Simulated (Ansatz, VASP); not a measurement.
**Two plane-wave programs on MoS2**

Contents of INCAR:

```
ALGO     = Normal         # electronic algorithm
EDIFF    = 1E-6           # SCF threshold, eV
EDIFFG   = -0.01          # ionic threshold
ENCUT    = 600            # plane-wave cutoff, eV
GGA      = PE             # functional
IBRION   = 2              # ionic algorithm
ISIF     = 3              # what is computed and relaxed
ISMEAR   = 0              # smearing method
IVDW     = 12             # dispersion correction
LASPH    = T              # aspherical terms in the spheres
LCHARG   = F              # write CHGCAR
LREAL    = F              # projectors in reciprocal space
LWAVE    = F              # write WAVECAR
NELM     = 100            # most SCF steps
NSW      = 50             # ionic steps
PREC     = Accurate       # precision mode
SIGMA    = 0.05           # smearing width, eV
```

Contents of KPOINTS:

```
k-points
0
Gamma
  8 8 2
```

POSCAR

```
MoS2
1.0
    3.1491947499      0.0000000000      0.0000000000
   -1.5745973749      2.7272826549      0.0000000000
    0.0000000000      0.0000000000     12.0897450277
Mo S
2 4
Direct
    0.3333333333      0.6666666667      0.2500000000
    0.6666666667      0.3333333333      0.7500000000
    0.3333333333      0.6666666667      0.6204899759
    0.6666666667      0.3333333333      0.1204899759
    0.3333333333      0.6666666667      0.8795100241
    0.6666666667      0.3333333333      0.3795100241
```

Input for Ansatz:

```yaml
crystal:
  lattice:
    - [3.1491947499, 0.0, 0.0]
    - [-1.5745973749, 2.7272826549, 0.0]
    - [0.0, 0.0, 12.0897450277]
  atoms:
    - { symbol: Mo, position: [0.3333333333, 0.6666666667, 0.25] }
    - { symbol: Mo, position: [0.6666666667, 0.3333333333, 0.75] }
    - { symbol: S, position: [0.3333333333, 0.6666666667, 0.6204899759] }
    - { symbol: S, position: [0.6666666667, 0.3333333333, 0.1204899759] }
    - { symbol: S, position: [0.3333333333, 0.6666666667, 0.8795100241] }
    - { symbol: S, position: [0.6666666667, 0.3333333333, 0.3795100241] }
basis:
  ecutwfc: 420
  ecutrho_ratio: 4
kpoints:
  mp_grid: { grid: [8, 8, 2] }
hamiltonian:
  xc: pbe
  dispersion: d3bj
scf:
  occupations: { method: gaussian, width: 0.05 }
output:
  forces: true
  stress: true
  eigenvalues: true
relax:
  f_tol: 0.01
  max_steps: 30
  cell: { stress_tol: 0.05 }
```

Alike in both runs: task relaxation of cell and atoms; functional PBE; dispersion D3(BJ); k mesh 8 × 8 × 2; occupations gaussian, width 0.05 eV; no spin polarisation.

```csv
,VASP,Ansatz
version,VASP 6.6.1,Ansatz 0.2.0
potentials or method,"VASP PAW PBE potentials, release 64 (Mo_sv, S), cutoff 600 eV","scalar-relativistic, plane waves, PAW"
valence electrons in the cell,52,52
```

Ansatz gave:

- gap on the k mesh at the Fermi level, each at its own relaxed structure (eV): 0.88
- relaxed volume (Å³/atom): 17.31
- relaxed cell length with the largest relative difference (Å): 12.090

Problem. What did VASP give for the same quantities?

Solution. gap on the k mesh at the Fermi level, each at its own relaxed structure (eV): 0.90; relaxed volume (Å³/atom): 17.30; relaxed cell length with the largest relative difference (Å): 12.086.
